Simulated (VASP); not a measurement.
# Al in VASP: single point with r2SCAN

Aim: the single point of Al with r2SCAN.

All numbers are computed with VASP 6.6.1; they aren't measurements. Logs are shortened: lines on timing, memory, paths and dates and some standing lists are left out, and cuts for length are marked.

## Step 1: The cell of the first run

The cell holds a slab with vacuum, 28 atoms: a = 8.591 Å, b = 8.591 Å, c = 15.050 Å, α = 90.00°, β = 90.00°, γ = 90.00°.

## Step 2: Single point, r2SCAN

The input, POSCAR:

```
Al
1.0
    8.5913470000      0.0000000000      0.0000000000
    0.0000000000      8.5913470000      0.0000000000
    0.0000000000      0.0000000000     15.0500000000
Al
28
Direct
    0.0000000000      0.0000000000      0.0664451827
    0.3333332945      0.0000000000      0.0664451827
    0.6666667055      0.0000000000      0.0664451827
    0.0000000000      0.3333332945      0.0664451827
    0.3333332945      0.3333332945      0.0664451827
    0.6666667055      0.3333332945      0.0664451827
    0.0000000000      0.6666667055      0.0664451827
    0.3333332945      0.6666667055      0.0664451827
    0.6666667055      0.6666667055      0.0664451827
    0.1600207744      0.1666453468      0.2046099668
    0.4983812201      0.1666490714      0.2066950166
    0.8281706000      0.1666423205      0.2076308306
    0.1647532104      0.5005009110      0.2032897010
    0.5001597538      0.5004563312      0.2054607309
    0.8320773215      0.4991893588      0.2038302326
    0.1647350526      0.8327783757      0.2032686379
    0.5001617325      0.8327993270      0.2054473754
    0.8320734804      0.8341325289      0.2038491030
   -0.0075226853     -0.0027833819      0.3424146179
    0.3217232408     -0.0074912584      0.3414657807
    0.6571168642      0.0014064151      0.3484105648
   -0.0075450334      0.3360984023      0.3424085050
    0.3217383723      0.3406529849      0.3414953488
    0.6571738983      0.3318649567      0.3483825249
   -0.0021684609      0.6666400507      0.3425027243
    0.3296515669      0.6665964022      0.3406781395
    0.6686911843      0.6666258504      0.3424317608
    0.4400619600      0.1665522298      0.4734224585
```

The input, INCAR.step1:

```
  ALGO = Normal
  EDIFF = 1E-4
  ENCUT = 520
  GGA = PE
  ISMEAR = 0
  LASPH = T
  LCHARG = F
  LREAL = Auto
  LWAVE = T
  NBANDS = 62
  NELM = 60
  PREC = Accurate
  SIGMA = 0.1
```

The input, INCAR.step2:

```
  ALGO = Normal
  EDIFF = 1E-7
  ENCUT = 520
  ISIF = 2
  ISMEAR = 0
  ISTART = 1
  LASPH = T
  LCHARG = F
  LMIXTAU = T
  LREAL = Auto
  LWAVE = F
  METAGGA = R2SCAN
  NBANDS = 62
  NELM = 60
  PREC = Accurate
  SIGMA = 0.1
```

The input, KPOINTS:

```
k-points
0
Gamma
  3 3 1
```

Potentials or basis: VASP PAW PBE potentials, release 64 (Al).

On the command line:

```console
$ cat potpaw_PBE.64/Al/POTCAR > POTCAR
$ cp INCAR.step1 INCAR
$ mpirun -np 1 vasp_std > vasp.out
$ cp INCAR.step2 INCAR
$ mpirun -np 1 vasp_std > vasp.out
```

OUTCAR:

```text
EDIFF = 1E-7
   ENCUT = 520
   ISIF = 2
   ISMEAR = 0
   ISTART = 1
   LASPH = T
   LREAL = Auto
   METAGGA = R2SCAN
   NELM = 60
   PREC = Accurate

 ion  position               nearest neighbor table
   1  0.000  0.000  0.066-   2 2.86   3 2.86   4 2.86   7 2.86  10 2.87  16 2.88  18 2.90  12 2.96

   2  0.333  0.000  0.066-   1 2.86   5 2.86   8 2.86   3 2.86  16 2.90  17 2.91  11 2.92  10 2.93

   3  0.667  0.000  0.066-   1 2.86   6 2.86   9 2.86   2 2.86  18 2.89  17 2.91  12 2.91  11 2.93
[... 45 lines left out ...]
  26  0.330  0.667  0.341-  20 2.80  23 2.80  25 2.85  13 2.88  16 2.88  14 2.89  17 2.89  27 2.91

  27  0.669  0.667  0.342-  25 2.83  24 2.88  21 2.88  14 2.90  17 2.90  15 2.90  18 2.90  26 2.91

  28  0.440  0.167  0.473-  23 2.69  20 2.69  21 3.01  24 3.01

  LATTYP: Found a simple tetragonal cell.
 ALAT       =     8.5913470000
 C/A-ratio  =     1.7517625583

  Lattice vectors:

 A1 = (   8.5913470000,   0.0000000000,   0.0000000000)
 A2 = (   0.0000000000,   8.5913470000,   0.0000000000)
 A3 = (   0.0000000000,   0.0000000000,  15.0500000000)

Analysis of symmetry for initial positions (statically):
=====================================================================
 Subroutine PRICEL returns:
 Original cell was already a primitive cell.

 Routine SETGRP: Setting up the symmetry group for a
 simple tetragonal supercell.

 Subroutine GETGRP returns: Found  1 space group operations
 (whereof  1 operations were pure point group operations)
 out of a pool of 16 trial point group operations.

The static configuration has the point symmetry C_1 .

Analysis of symmetry for dynamics (positions and initial velocities):
=====================================================================
 Subroutine PRICEL returns:
 Original cell was already a primitive cell.

 Routine SETGRP: Setting up the symmetry group for a
 simple tetragonal supercell.

 Subroutine GETGRP returns: Found  1 space group operations
 (whereof  1 operations were pure point group operations)
 out of a pool of 16 trial point group operations.

The dynamic configuration has the point symmetry C_1 .

 Subroutine INISYM returns: Found  1 space group operations
 (whereof  1 operations are pure point group operations),
 and found     1 'primitive' translations

----------------------------------------------------------------------------------------

                                     Primitive cell

  volume of cell :    1110.8592

  direct lattice vectors                    reciprocal lattice vectors
     8.591347000  0.000000000  0.000000000     0.116396183  0.000000000  0.000000000
     0.000000000  8.591347000  0.000000000     0.000000000  0.116396183  0.000000000
     0.000000000  0.000000000 15.050000000     0.000000000  0.000000000  0.066445183

  length of vectors
     8.591347000  8.591347000 15.050000000     0.116396183  0.116396183  0.066445183

  position of ions in fractional coordinates (direct lattice)
     0.000000000  0.000000000  0.066445183
     0.333333295  0.000000000  0.066445183
     0.666666705  0.000000000  0.066445183
     0.000000000  0.333333295  0.066445183
     0.333333295  0.333333295  0.066445183
     0.666666705  0.333333295  0.066445183
[... 20 lines left out ...]
     0.668691184  0.666625850  0.342431761
     0.440061960  0.166552230  0.473422458

  ion indices of the primitive-cell ions
   primitive index   ion index
                 1           1
                 2           2
                 3           3
                 4           4
                 5           5
                 6           6
[... 20 lines left out ...]
                27          27
                28          28

----------------------------------------------------------------------------------------

 KPOINTS: k-points

Automatic generation of k-mesh.
 Grid dimensions read from file:
 generate k-points for:    3    3    1

 Generating k-lattice:

  Cartesian coordinates                     Fractional coordinates (reciprocal lattice)
     0.038798728  0.000000000  0.000000000     0.333333333  0.000000000  0.000000000
     0.000000000  0.038798728  0.000000000     0.000000000  0.333333333  0.000000000
     0.000000000  0.000000000  0.066445183     0.000000000  0.000000000  1.000000000

  Length of vectors
     0.038798728  0.038798728  0.066445183

  Shift w.r.t. Gamma in fractional coordinates (k-lattice)
     0.000000000  0.000000000  0.000000000

 Subroutine IBZKPT returns following result:
 ===========================================

 Found      5 irreducible k-points:

 Following reciprocal coordinates:
            Coordinates               Weight
  0.000000  0.000000  0.000000      1.000000
  0.333333  0.000000  0.000000      2.000000
  0.000000  0.333333  0.000000      2.000000
  0.333333  0.333333  0.000000      2.000000
 -0.333333  0.333333  0.000000      2.000000
   k-points           NKPTS =      5   k-points in BZ     NKDIM =      5   number of bands    NBANDS=     62
   number of dos      NEDOS =    301   number of ions     NIONS =     28
   total plane-waves  NPLWV = 458752
   dimension x,y,z NGX =    64 NGY =   64 NGZ =  112
   dimension x,y,z NGXF=   128 NGYF=  128 NGZF=  224
   ions per type =              28
   NGX,Y,Z   is equivalent  to a cutoff of  12.38, 12.38, 12.37 a.u.
   NGXF,Y,Z  is equivalent  to a cutoff of  24.77, 24.77, 24.74 a.u.
 SYSTEM =  unknown system
   PREC   = accura    normal or accurate (medium, high low for compatibility)
   ISTART =      1    job   : 0-new  1-cont  2-samecut
   ICHARG =      0    charge: 1-file 2-atom 10-const
   ISPIN  =      1    spin polarized calculation?
   LNONCOLLINEAR =      F non collinear calculations
   LSORBIT =      F    spin-orbit coupling
   LASPH  =      T    aspherical Exc in radial PAW
   ENCUT  =  520.0 eV  38.22 Ry    6.18 a.u.  15.97 15.97 27.98*2*pi/ulx,y,z
   NELM   =     60;   NELMIN=  2; NELMDL=  0     # of ELM steps
   EDIFF  = 0.1E-06   stopping-criterion for ELM
   LREAL  =      T    real-space projection
   EDIFFG = 0.1E-05   stopping-criterion for IOM
   NSW    =      0    number of steps for IOM
   IBRION =     -1    ionic relax: 0-MD 1-quasi-New 2-CG
   NFREE  =      0    steps in history (QN), initial steepest desc. (CG)
   ISIF   =      2    stress and relaxation
   ISYM   =      2    0-nonsym 1-usesym 2-fastsym
   POTIM  = 0.5000    time-step for ionic-motion
   TEBEG  =    0.0;   TEEND  =   0.0 temperature during run
   PSTRESS=    0.0 pullay stress
   NELECT =      84.0000    total number of electrons
   NUPDOWN=      -1.0000    fix difference up-down
   EMIN   =  10.00;   EMAX   =-10.00  energy-range for DOS
   EFERMI =   0.00;   METHOD = LEGACY
   ISMEAR =     0;   SIGMA  =   0.10  broadening in eV -4-tet -1-fermi 0-gaus
   EFERMI_NEDOS =   21; number of points for ismear=-14 and -15
   IALGO  =     38    algorithm
   IMIX   =      4    mixing-type and parameters
     AMIX     =   0.40;   BMIX     =  1.00
     AMIX_MAG =   1.60;   BMIX_MAG =  1.00
  volume/ion in A,a.u.               =      39.67       267.73
  Fermi-wavevector in a.u.,A,eV,Ry     =   0.692280  1.308219  6.520608  0.479251
  Thomas-Fermi vector in A             =   1.774168
   LORBIT       =      0    0 simple, 1 ext, 2 COOP (PROOUT), +10 PAW based schemes
   METAGGA = R2SCAN    functional components
   LHFCALC =     F    Hartree Fock is set to
   AEXX    =    0.0000 exact exchange contribution
   IVDW    =     0    specifies the selected vdW correction
   LEPSILON=     F    determine dielectric tensor
   LRPA    =     F    only Hartree local field effects (RPA)
 non-spin polarized calculation
 Gauss-broadening in eV      SIGMA  =   0.10
  energy-cutoff  :      520.00
  volume of cell :     1110.86
 maximum number of plane-waves:     29910
   NGX = 31   NGY = 31   NGZ = 55

 number of electron      84.0000000 magnetization

 Free energy of the ion-electron system (eV)
  ---------------------------------------------------
  ext. energy  EPLUGINS =         0.00000000
  ---------------------------------------------------
  free energy    TOTEN  =      -177.02715896 eV

  energy without entropy =     -176.97540310  energy(sigma->0) =     -177.00128103

 E-fermi :   0.9340     XC(G=0):  -5.8271

 val. band max:        0.9168946168   @ k =   0.0000   0.0000   0.0000
 cond. band min:       1.0802647340   @ k =   0.0000   0.3333   0.0000
 fundamental gap:      0.1633701172
 Fermi energy:         0.9340422404

 k-point     1 :       0.0000    0.0000    0.0000
  band No.  band energies     occupation
      1     -10.0787      2.00000
      2      -8.0226      2.00000
      3      -7.9656      2.00000
      4      -7.9635      2.00000
      5      -7.9480      2.00000
      6      -7.8093      2.00000
[... 46 lines left out ...]
     53       1.6878      0.00000
     54       2.1725      0.00000

 k-point     2 :       0.3333    0.0000    0.0000
  band No.  band energies     occupation
      1      -9.8431      2.00000
      2      -9.1365      2.00000
      3      -7.7571      2.00000
      4      -7.7340      2.00000
      5      -7.5968      2.00000
      6      -7.0530      2.00000
[... 46 lines left out ...]
     53       2.1127      0.00000
     54       2.9493      0.00000

 k-point     3 :       0.0000    0.3333    0.0000
  band No.  band energies     occupation
      1      -9.8427      2.00000
      2      -9.1372      2.00000
      3      -7.7644      2.00000
      4      -7.7294      2.00000
      5      -7.5903      2.00000
      6      -7.0616      2.00000
[... 46 lines left out ...]
     53       2.1124      0.00000
     54       2.9541      0.00000

 k-point     4 :       0.3333    0.3333    0.0000
  band No.  band energies     occupation
      1      -9.6076      2.00000
      2      -8.9155      2.00000
      3      -8.8895      2.00000
      4      -8.2018      2.00000
      5      -7.3849      2.00000
      6      -6.7500      2.00000
[... 46 lines left out ...]
     53       2.4626      0.00000
     54       2.6657      0.00000

 k-point     5 :      -0.3333    0.3333    0.0000
  band No.  band energies     occupation
      1      -9.6076      2.00000
      2      -8.9154      2.00000
      3      -8.8896      2.00000
      4      -8.2018      2.00000
      5      -7.3849      2.00000
      6      -6.7498      2.00000
[... 46 lines left out ...]
     53       2.4626      0.00000
     54       2.6658      0.00000
 [bands above 54 left out]

------------------------ aborting loop because EDIFF is reached ----------------------------------------

  FORCE on cell =-STRESS in cart. coord.  units (eV):
  Direction    XX          YY          ZZ          XY          YZ          ZX
  --------------------------------------------------------------------------------------
  -------------------------------------------------------------------------------------
  Total      -28.6784460    -28.1833069     -1.3572769     -0.0000753      0.0075748      1.8789992
  in kB      -41.3625378    -40.6484052     -1.9575823     -0.0001086      0.0109250      2.7100553
  external PRESSURE =     -27.9895084 kB  Pullay stress =       0.0000000 kB

 VOLUME and BASIS-vectors are now :
 -----------------------------------------------------------------------------
  energy-cutoff  :      520.00
  volume of cell :     1110.86
      direct lattice vectors                 reciprocal lattice vectors
     8.591347000  0.000000000  0.000000000     0.116396183  0.000000000  0.000000000
     0.000000000  8.591347000  0.000000000     0.000000000  0.116396183  0.000000000
     0.000000000  0.000000000 15.050000000     0.000000000  0.000000000  0.066445183

 POSITION                                       TOTAL-FORCE (eV/Angst)
 -----------------------------------------------------------------------------------
      0.00000      0.00000      1.00000        -0.027056      0.002399      0.022376
      2.86378      0.00000      1.00000        -0.053613     -0.058377      0.078309
      5.72757      0.00000      1.00000         0.040180     -0.038711      0.047037
      0.00000      2.86378      1.00000        -0.026743     -0.003025      0.019976
      2.86378      2.86378      1.00000        -0.059514      0.052039      0.076178
      5.72757      2.86378      1.00000         0.045804      0.032153      0.044804
[... 20 lines left out ...]
      5.74496      5.72721      5.15360         0.004878      0.002792     -0.018292
      3.78072      1.43091      7.12501         0.557535      0.000200     -0.168108
 -----------------------------------------------------------------------------------
    total drift:                                0.010354      0.023345     -0.024326

  FREE ENERGIE OF THE ION-ELECTRON SYSTEM (eV)
  ---------------------------------------------------
  free  energy   TOTEN  =      -177.0271589602 eV

  energy  without entropy=     -176.9754031015  energy(sigma->0) =     -177.00128103
```

Wall time 35 min (1 thread of Oxide Virtual Turin-like, shared host); peak memory 1 GiB.

What came out:

| Item | Value |
| --- | --- |
| Free energy | -177.0272 eV |
| Largest force | 0.582 eV/Å |
| Band gap on the k mesh | zero (bands 42 and 43 overlap by 0.07 eV) |

Forces in eV/Å, atoms in the order of the input:
```
Al  -0.027  0.002  0.022
Al  -0.054 -0.058  0.078
Al   0.040 -0.039  0.047
Al  -0.027 -0.003  0.020
Al  -0.060  0.052  0.076
Al   0.046  0.032  0.045
Al  -0.108 -0.002 -0.104
Al   0.011  0.003  0.057
Al   0.039  0.004  0.000
Al  -0.020  0.001  0.000
Al  -0.027  0.000  0.018
Al  -0.027  0.003  0.004
Al  -0.004  0.006 -0.011
Al  -0.008  0.007  0.006
Al  -0.006  0.005 -0.001
Al  -0.001 -0.011 -0.011
Al  -0.008 -0.007  0.006
Al  -0.006 -0.009 -0.001
Al  -0.052 -0.019 -0.031
Al  -0.055  0.009 -0.010
Al  -0.041  0.007  0.026
Al  -0.051  0.019 -0.035
Al  -0.054 -0.006 -0.006
Al  -0.040 -0.002  0.027
Al  -0.003  0.003 -0.021
Al  -0.020  0.001 -0.016
Al   0.005  0.003 -0.018
Al   0.558  0.000 -0.168
```

Levels at points of the mesh, in eV from the Fermi level:
```
           k point  band 38  band 39  band 40  band 41  band 42  band 43  band 44  band 45  band 46  band 47
(0.00, 0.00, 0.00)    -0.83    -0.80    -0.59    -0.52    -0.14    -0.11    -0.02     0.17     0.18     0.22
```

Caveat: there is no dipole correction, which matters where the two faces differ; the PAW data sets were made with another functional, which shifts forces and pressure a little.

The gap in the log of VASP goes by the Fermi energy; the results here count the filled bands.